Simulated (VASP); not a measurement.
Write the native input for VASP 6.6.1 that does the following.

```
Task                   : single point
Functional             : LDA
Potentials or basis    : VASP PAW LDA potentials, release 64 (O)
Cutoff                 : 520 eV
k mesh                 : 1 × 1 × 1
Occupations            : gaussian, width 0.05 eV
Spin                   : collinear spin, ferromagnetic start
Starting moments       : [1.0, 1.0] μB
Dipole correction      : no
Further INCAR settings : ALGO = Normal; EDIFF = 1e-06; NBANDS = 17
```

The structure of O2 lies in POSCAR:

```
O
1.0
    9.0000000000      0.0000000000      0.0000000000
    0.0000000000      9.5000000000      0.0000000000
    0.0000000000      0.0000000000     10.0000000000
O
2
Direct
    0.5000000000      0.5000000000      0.4400095021
    0.5000000000      0.5000000000      0.5599904979
```

One way to write it, as run:

INCAR

```
PREC = Accurate
ENCUT = 520
EDIFF = 1E-6
ISMEAR = 0
SIGMA = 0.05
LREAL = F
LASPH = T
NELM = 150
ALGO = Normal
ISIF = 2
LWAVE = F
LCHARG = F
ISPIN = 2
MAGMOM = 1 1
LORBIT = 11
NBANDS = 17
```

KPOINTS

```
Automatic mesh
0
Gamma
  1 1 1
```

Potentials or basis: VASP PAW LDA potentials, release 64 (O).

Command:

```console
$ cat potpaw_LDA.64/O/POTCAR > POTCAR
$ mpirun -np 1 vasp_gam > vasp.out
```

Results of the run:

| Item | Value |
| --- | --- |
| Largest force | 1.786 eV/Å |
| Gap between the frontier levels | 1.97 eV |
| Net moment | 2.00 μB per cell |
| Site moments | O +0.80 μB |
| Valence electrons inside the program's atomic spheres | O 4.92 |

Caveat: the standard files for N, O and F lose accuracy on very short bonds.

It took 34 s on 1 thread of Oxide Virtual Turin-like Processor (shared host), peak memory 0.6 GiB.
